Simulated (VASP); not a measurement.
A run of VASP 6.6.1 is set up as follows.

File INCAR:

```
SYSTEM = Pb
PREC     = Accurate       ! precision mode
ENCUT    = 500            ! plane-wave cutoff, eV
EDIFF    = 1E-6           ! SCF threshold, eV
ISMEAR   = 0              ! smearing method
SIGMA    = 0.05           ! smearing width, eV
LREAL    = .FALSE.        ! projectors in reciprocal space
LASPH    = .TRUE.         ! aspherical terms in the spheres
NELM     = 120            ! most SCF steps
ALGO     = Normal         ! electronic algorithm
ISIF     = 2              ! what is computed and relaxed
LWAVE    = .FALSE.        ! write WAVECAR
LCHARG   = .TRUE.         ! write CHGCAR
GGA      = PE             ! functional
LELF     = .TRUE.         ! ELF
LVHAR    = .TRUE.       
NBANDS   = 13             ! bands
GGA_COMPAT= .FALSE.
```

File KPOINTS:

```
Automatic mesh
0
G
  8 8 8
  0 0 0
```

POSCAR

```
Pb
1.0
   -1.9988182804      1.9988182804      1.9988182804
    1.9988182804     -1.9988182804      1.9988182804
    1.9988182804      1.9988182804     -1.9988182804
Pb
1
Direct
    0.0000000000      0.0000000000      0.0000000000
```

Potentials or basis: VASP PAW PBE potentials, release 64 (Pb_d).

Run with:

```console
$ cat potpaw_PBE.64/Pb_d/POTCAR > POTCAR
$ mpirun -np 1 vasp_std > vasp.out
```

Question: Predict the pressure.

Answer: -0.1 GPa.

Question: What does it give for the band gap on the k mesh?

Answer: Zero (band 7 reaches 13.90 eV, above the bottom of band 8 at 4.93 eV).

Caveat: spin-orbit coupling is left out, which moves the levels of the heavy elements.
